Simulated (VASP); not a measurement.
Al, 1 atom in the cell. Symmetry: Fm-3m, No. 225, cubic system. The conventional cell has a = 4.042 Å, b = 4.042 Å, c = 4.042 Å, α = 90.00°, β = 90.00°, γ = 90.00°. Al (site symmetry m-3m) has 12 Al at 2.86 Å within 3.8 Å. 

* Program: VASP 6.6.1
* Task: single point
* Functional: PBE
* Potentials or basis: VASP PAW PBE potentials, release 64 (Al)
* Cutoff: 520 eV
* k mesh: 18 × 18 × 18
* Occupations: fermi-dirac, width 0.15 eV
* Spin: no spin polarisation
* Dipole correction: no
* Further INCAR settings: ALGO = Fast; EDIFF = 1e-06; NBANDS = 8

Potentials or basis: VASP PAW PBE potentials, release 64 (Al).

Run with:

```sh
$ cat potpaw_PBE.64/Al/POTCAR > POTCAR
$ mpirun -np 1 vasp_std > vasp.out
```

Hardware: 1 thread of Intel(R) Xeon(R) Platinum 8375C CPU @ 2.90GHz (Ice Lake) (shared host).

Question: How long does it take, and how much memory?

Answer: It took 13 s on 1 thread of Intel(R) Xeon(R) Platinum 8375C CPU @ 2.90GHz (Ice Lake) (shared host), peak memory 0.14 GiB. Counts: scf iterations 10, k points 195.
